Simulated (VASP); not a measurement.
## PtS2: single point with PBE-based screened hybrid with 10 % exact exchange

Crystal: PtS2.

```
Pt S
1.0
     3.55262    0.00000    0.00000
    -1.77631    3.07666    0.00000
     0.00000    0.00000    5.12283
Pt S
1 2
Cartesian
  0.0000 0.0000 0.0000
  0.0000 2.0511 1.2257
  1.7763 1.0256 3.8972
```

- Program: VASP 6.6.1
- Task: single point
- Functional: PBE-based screened hybrid with 10 % exact exchange
- Potentials or basis: VASP PAW PBE potentials, release 64 (Pt, S)
- Cutoff: 520 eV
- k mesh: 6 × 6 × 2
- Occupations: gaussian, width 0.01 eV
- Spin: no spin polarisation

```
Pressure               : 1.6 GPa
Largest force          : 0.122 eV/Å
Band gap on the k mesh : 1.00 eV (least direct gap 1.77 eV)
```

Forces on the atoms (eV/Å):
```
Pt   0.000  0.000  0.000
S    0.000  0.000 -0.122
S    0.000  0.000  0.122
```

Stress tensor (GPa, compression positive):
```
1.64 0.00 0.00
0.00 1.64 0.00
0.00 0.00 1.40
```

Levels at points of the mesh, in eV from the valence-band top:
```csv
k point,band 9,band 10,band 11,band 12,band 13,band 14
"(0.00, 0.00, 0.00)",-1.06,-1.06,0.00,2.31,2.31,5.00
"(0.50, 0.00, 0.00)",-3.20,-3.20,-2.57,1.75,2.79,5.75
"(0.00, 0.00, 0.50)",-1.29,-1.29,-1.24,2.85,2.85,5.83
"(0.50, 0.00, 0.50)",-2.91,-2.80,-1.48,1.94,2.45,5.40
```

Wall time 9.8 min on 1 thread of AMD EPYC 7R13 Processor (Zen 3) (shared host), peak memory 0.26 GiB.

Caveat: the k points lie up to 0.61 Å⁻¹ apart; the PAW data sets were made with another functional, which shifts forces and pressure a little; spin-orbit coupling is left out, which moves the levels of the heavy elements. A k mesh can miss the band edges.
